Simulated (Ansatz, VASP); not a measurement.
# Ni in VASP and in Ansatz

```
Ni
1.0
     8.50000    0.00000    0.00000
     0.00000    8.50000    0.00000
     0.00000    0.00000    8.50000
Ni
1
Cartesian
  0.0000 0.0000 0.0000
```

Alike in both runs: task single point; functional PBE; k mesh 1 × 1 × 1; collinear spin.

|  | VASP | Ansatz |
| --- | --- | --- |
| version | VASP 6.6.1 | Ansatz 0.2 development build |
| potentials or method | VASP PAW PBE potentials, release 64 (Ni) | scalar-relativistic |
| plane-wave cutoff (eV) | 520 | 1400 |
| occupations | methfessel-paxton of order 1, width 0.1 eV | cold |

|  | VASP | Ansatz | Ansatz less VASP |
| --- | --- | --- | --- |
| net moment per atom (μB) | 2.00 | 2.00 | 0.000 |
| size of the moment on the site where the two differ most (μB) | 1.33 | 1.99 | +0.660 |

Site moments also hang on the region over which each program counts them. Ansatz's warnings: open shared shell at semilocal close, stability check not made.
